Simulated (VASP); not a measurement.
Here is a VASP 6.6.1 calculation.

Contents of INCAR:

```
SYSTEM = EuO
PREC = Accurate
ENCUT = 600
EDIFF = 1E-6
ISMEAR = -1
SIGMA = 0.15
LREAL = .FALSE.
LASPH = .TRUE.
NELM = 200
ALGO = Normal
ISIF = 2
LWAVE = .FALSE.
LCHARG = .FALSE.
ISPIN = 2
MAGMOM = 7 0
LORBIT = 11
LMAXMIX = 6
LDAU = .TRUE.
LDAUTYPE = 2
LDAUL = 3 -1
LDAUU = 6 0
LDAUJ = 0 0
LDAUPRINT = 1
GGA = PE
NBANDS = 22
GGA_COMPAT = .FALSE.
```

Contents of KPOINTS:

```
regular mesh
0
G
  9 9 9
  0 0 0
```

Contents of POSCAR:

```
EuO
1.0
    0.0000000000      2.5719500000      2.5719500000
    2.5719500000      0.0000000000      2.5719500000
    2.5719500000      2.5719500000      0.0000000000
Eu O
1 1
Direct
    0.0000000000      0.0000000000      0.0000000000
    0.5000000000      0.5000000000      0.5000000000
```

Potentials or basis: VASP PAW PBE potentials, release 64 (Eu, O).

Run with:

```console
$ cat potpaw_PBE.64/Eu/POTCAR potpaw_PBE.64/O/POTCAR > POTCAR
$ mpirun -np 1 vasp_std > vasp.out
```

(1) What does it give for the net moment?

(2) Estimate the site moments.

(3) Estimate the pressure.

Results:

(1) 7.00 μB per cell.

(2) Eu +6.72; O -0.10 μB.

(3) 1.0 GPa.

Caveat: a cell with one magnetic atom can't hold antiferromagnetic order, which such compounds often take.
